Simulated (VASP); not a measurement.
# Zn3Sb4O6F6 (I-43m) in VASP: single point with PBE

Aim: the single point of Zn3Sb4O6F6 with PBE.

All numbers are computed with VASP 6.6.1; they aren't measurements. Logs are shortened: lines on timing, memory, paths and dates and some standing lists are left out, and cuts for length are marked.

### Step 1. The cell of the first run

It takes space group I-43m (No. 217, cubic). Conventional cell: a = 8.310 Å, b = 8.310 Å, c = 8.310 Å, α = 90.00°, β = 90.00°, γ = 90.00°. Within 2.7 Å of Zn (site symmetry -42m) lie 2 O at 2.07 Å and 4 F at 2.08 Å. Sb (site symmetry 3m) has 3 O at 2.02 Å within 2.7 Å. O (site symmetry 2mm) has 2 Sb at 2.02 Å and 1 Zn at 2.07 Å within 2.7 Å. F (site symmetry -4) has 2 Zn at 2.08 Å within 2.8 Å.

### Step 2. Single point, PBE

The input, INCAR:

```
SYSTEM = Zn3Sb4O6F6
  ALGO = Normal
  EDIFF = 1E-6
  ENCUT = 520
  GGA = PE
  ISIF = 2
  ISMEAR = -1
  LASPH = .TRUE.
  LCHARG = .FALSE.
  LREAL = Auto
  LWAVE = .FALSE.
  NBANDS = 82
  NELM = 60
  PREC = Accurate
  SIGMA = 0.02
```

The input, KPOINTS:

```
k-points
0
G
  6 6 6
  0 0 0
```

The input, POSCAR:

```
Zn3Sb4O6F6
1.0
   -4.1552497773      4.1552497773      4.1552497773
    4.1552497773     -4.1552497773      4.1552497773
    4.1552497773      4.1552497773     -4.1552497773
Zn Sb O F
3 4 6 6
Direct
    0.0000000000      0.5000000000      0.5000000000
    0.5000000000      0.0000000000      0.5000000000
    0.5000000000      0.5000000000      0.0000000000
    0.3189270959      0.0000000000      0.0000000000
    0.0000000000      0.0000000000      0.3189270959
    0.0000000000      0.3189270959      0.0000000000
    0.6810729041      0.6810729041      0.6810729041
    0.0000000000      0.7495798142      0.7495798142
    0.2504201858      0.0000000000      0.2504201858
    0.0000000000      0.2504201858      0.2504201858
    0.7495798142      0.0000000000      0.7495798142
    0.2504201858      0.2504201858      0.0000000000
    0.7495798142      0.7495798142      0.0000000000
    0.2500000000      0.7500000000      0.5000000000
    0.7500000000      0.2500000000      0.5000000000
    0.5000000000      0.2500000000      0.7500000000
    0.5000000000      0.7500000000      0.2500000000
    0.7500000000      0.5000000000      0.2500000000
    0.2500000000      0.5000000000      0.7500000000
```

Potentials or basis: VASP PAW PBE potentials, release 64 (Zn, Sb, O, F).

Started as:

```
$ cat potpaw_PBE.64/Zn/POTCAR potpaw_PBE.64/Sb/POTCAR potpaw_PBE.64/O/POTCAR potpaw_PBE.64/F/POTCAR > POTCAR
$ mpirun -np 1 vasp_std > vasp.out
```

OUTCAR:

```text
SYSTEM = Zn3Sb4O6F6
   EDIFF = 1E-6
   ENCUT = 520
   GGA = PE
   ISIF = 2
   ISMEAR = -1
   LASPH = .TRUE.
   LREAL = Auto
   NELM = 60
   PREC = Accurate

 ion  position               nearest neighbor table
   1  0.000  0.500  0.500-   8 2.07  10 2.07  14 2.08  15 2.08  18 2.08  19 2.08   4 3.39   7 3.39
                             6 3.39   5 3.39
   2  0.500  0.000  0.500-   9 2.07  11 2.07  14 2.08  15 2.08  16 2.08  17 2.08   6 3.39   7 3.39
                             4 3.39   5 3.39
   3  0.500  0.500  0.000-  12 2.07  13 2.07  16 2.08  17 2.08  18 2.08  19 2.08   5 3.39   7 3.39
                             4 3.39   6 3.39
   4  0.319  0.000  0.000-   8 2.02   9 2.02  12 2.02   3 3.39   2 3.39   1 3.39   5 3.75   6 3.75
                             7 3.75
   5  0.000  0.000  0.319-   9 2.02  10 2.02  13 2.02   2 3.39   1 3.39   3 3.39   4 3.75   7 3.75
                             6 3.75
   6  0.000  0.319  0.000-  10 2.02  11 2.02  12 2.02   3 3.39   1 3.39   2 3.39   4 3.75   7 3.75
                             5 3.75
   7  0.681  0.681  0.681-   8 2.02  11 2.02  13 2.02   1 3.39   2 3.39   3 3.39   4 3.75   6 3.75
                             5 3.75
   8  0.000  0.750  0.750-   7 2.02   4 2.02   1 2.07
   9  0.250  0.000  0.250-   4 2.02   5 2.02   2 2.07
  10  0.000  0.250  0.250-   5 2.02   6 2.02   1 2.07
  11  0.750  0.000  0.750-   7 2.02   6 2.02   2 2.07
  12  0.250  0.250  0.000-   4 2.02   6 2.02   3 2.07
  13  0.750  0.750  0.000-   7 2.02   5 2.02   3 2.07
  14  0.250  0.750  0.500-   1 2.08   2 2.08
  15  0.750  0.250  0.500-   1 2.08   2 2.08
  16  0.500  0.250  0.750-   2 2.08   3 2.08
  17  0.500  0.750  0.250-   2 2.08   3 2.08
  18  0.750  0.500  0.250-   1 2.08   3 2.08
  19  0.250  0.500  0.750-   1 2.08   3 2.08

  LATTYP: Found a body centered cubic cell.
 ALAT       =     8.3104995546

  Lattice vectors:

 A1 = (  -4.1552497773,   4.1552497773,   4.1552497773)
 A2 = (   4.1552497773,  -4.1552497773,   4.1552497773)
 A3 = (   4.1552497773,   4.1552497773,  -4.1552497773)

Analysis of symmetry for initial positions (statically):
=====================================================================
 Subroutine PRICEL returns:
 Original cell was already a primitive cell.

 Routine SETGRP: Setting up the symmetry group for a
 body centered cubic supercell.

 Subroutine GETGRP returns: Found 24 space group operations
 (whereof 24 operations were pure point group operations)
 out of a pool of 48 trial point group operations.

The static configuration has the point symmetry T_d .

[... 137 lines left out ...]
   EDIFF  = 0.1E-05   stopping-criterion for ELM
   LREAL  =      T    real-space projection
   EDIFFG = 0.1E-04   stopping-criterion for IOM
   NSW    =      0    number of steps for IOM
[... 5 lines left out ...]
   TEBEG  =    0.0;   TEEND  =   0.0 temperature during run
   PSTRESS=    0.0 pullay stress
   NELECT =     134.0000    total number of electrons
   NUPDOWN=      -1.0000    fix difference up-down
   EMIN   =  10.00;   EMAX   =-10.00  energy-range for DOS
   EFERMI =   0.00;   METHOD = LEGACY
   ISMEAR =    -1;   SIGMA  =   0.02  broadening in eV -4-tet -1-fermi 0-gaus
   EFERMI_NEDOS =   21; number of points for ismear=-14 and -15
   IALGO  =     38    algorithm
   IMIX   =      4    mixing-type and parameters
     AMIX     =   0.40;   BMIX     =  1.00
     AMIX_MAG =   1.60;   BMIX_MAG =  1.00
  volume/ion in A,a.u.               =      15.10       101.93
  Fermi-wavevector in a.u.,A,eV,Ry     =   1.270065  2.400075 21.947085  1.613065
  Thomas-Fermi vector in A             =   2.403073
   LORBIT       =      0    0 simple, 1 ext, 2 COOP (PROOUT), +10 PAW based schemes
   GGA     = PE    functional components
   LHFCALC =     F    Hartree Fock is set to
   AEXX    =    0.0000 exact exchange contribution
   IVDW    =     0    specifies the selected vdW correction
   LEPSILON=     F    determine dielectric tensor
   LRPA    =     F    only Hartree local field effects (RPA)
 non-spin polarized calculation
  energy-cutoff  :      520.00
  volume of cell :      286.98
 maximum number of plane-waves:      7803
 NGX is ok and might be reduce to    54
   NGX = 27   NGY = 27   NGZ = 27

 number of electron     134.0000113 magnetization

 Free energy of the ion-electron system (eV)
  ---------------------------------------------------
  ext. energy  EPLUGINS =         0.00000000
  ---------------------------------------------------
  free energy    TOTEN  =       -94.69322437 eV

  energy without entropy =      -94.69322437  energy(sigma->0) =      -94.69322437

 E-fermi :   2.1038     XC(G=0):  -9.6491

 val. band max:        1.6600450931   @ k =   0.0000   0.0000   0.0000
 cond. band min:       4.7406375728   @ k =   0.5000   0.5000   0.5000
 fundamental gap:      3.0805924796
 Fermi energy:         2.1037642046

 k-point     1 :       0.0000    0.0000    0.0000
  band No.  band energies     occupation
      1     -19.2252      2.00000
      2     -18.9564      2.00000
      3     -18.9564      2.00000
      4     -18.9564      2.00000
      5     -18.9192      2.00000
      6     -18.9192      2.00000
[... 1301 lines left out ...]
     78       8.6324      0.00000
     79       8.6324      0.00000
 [bands above 79 left out]

------------------------ aborting loop because EDIFF is reached ----------------------------------------

  FORCE on cell =-STRESS in cart. coord.  units (eV):
  Direction    XX          YY          ZZ          XY          YZ          ZX
  --------------------------------------------------------------------------------------
  -------------------------------------------------------------------------------------
  Total        0.1108134      0.1108134      0.1108134      0.0000000      0.0000000      0.0000000
  in kB        0.6186590      0.6186590      0.6186590      0.0000000      0.0000000      0.0000000
  external PRESSURE =       0.6186590 kB  Pullay stress =       0.0000000 kB

 VOLUME and BASIS-vectors are now :
 -----------------------------------------------------------------------------
  energy-cutoff  :      520.00
  volume of cell :      286.98
      direct lattice vectors                 reciprocal lattice vectors
    -4.155249777  4.155249777  4.155249777     0.000000000  0.120329710  0.120329710
     4.155249777 -4.155249777  4.155249777     0.120329710  0.000000000  0.120329710
     4.155249777  4.155249777 -4.155249777     0.120329710  0.120329710  0.000000000

 POSITION                                       TOTAL-FORCE (eV/Angst)
 -----------------------------------------------------------------------------------
      4.15525      0.00000      0.00000         0.000000     -0.000000     -0.000000
      0.00000      4.15525      0.00000         0.000000     -0.000000     -0.000000
      0.00000      0.00000      4.15525         0.000000     -0.000000     -0.000000
     -1.32522      1.32522      1.32522        -0.026029      0.026029      0.026029
      1.32522      1.32522     -1.32522         0.026029      0.026029     -0.026029
      1.32522     -1.32522      1.32522         0.026029     -0.026029      0.026029
[... 11 lines left out ...]
      0.00000      2.07762      4.15525         0.000000     -0.000000     -0.000000
      4.15525      2.07762      0.00000         0.000000     -0.000000     -0.000000
 -----------------------------------------------------------------------------------
    total drift:                                0.000002      0.000002      0.000004

  FREE ENERGIE OF THE ION-ELECTRON SYSTEM (eV)
  ---------------------------------------------------
  free  energy   TOTEN  =       -94.6932243674 eV

  energy  without entropy=      -94.6932243674  energy(sigma->0) =      -94.69322437
```

It took 19 min on 1 thread of Intel Xeon 8259CL, shared host; peak memory 0.55 GiB.

What came out:

* Free energy: -94.6932 eV
* Pressure: 0.1 GPa
* Largest force: 0.062 eV/Å
* Band gap on the k mesh: 3.08 eV

Forces in eV/Å, atoms in the order of the input:
```
Zn   0.000  0.000  0.000
Zn   0.000  0.000  0.000
Zn   0.000  0.000  0.000
Sb  -0.026  0.026  0.026
Sb   0.026  0.026 -0.026
Sb   0.026 -0.026  0.026
Sb  -0.026 -0.026 -0.026
O    0.062  0.000  0.000
O    0.000 -0.062  0.000
O   -0.062  0.000  0.000
O    0.000  0.062  0.000
O    0.000  0.000 -0.062
O    0.000  0.000  0.062
F    0.000  0.000  0.000
F    0.000  0.000  0.000
F    0.000  0.000  0.000
F    0.000  0.000  0.000
F    0.000  0.000  0.000
F    0.000  0.000  0.000
```

Caveat: spin-orbit coupling is left out, which moves the levels of the heavy elements.
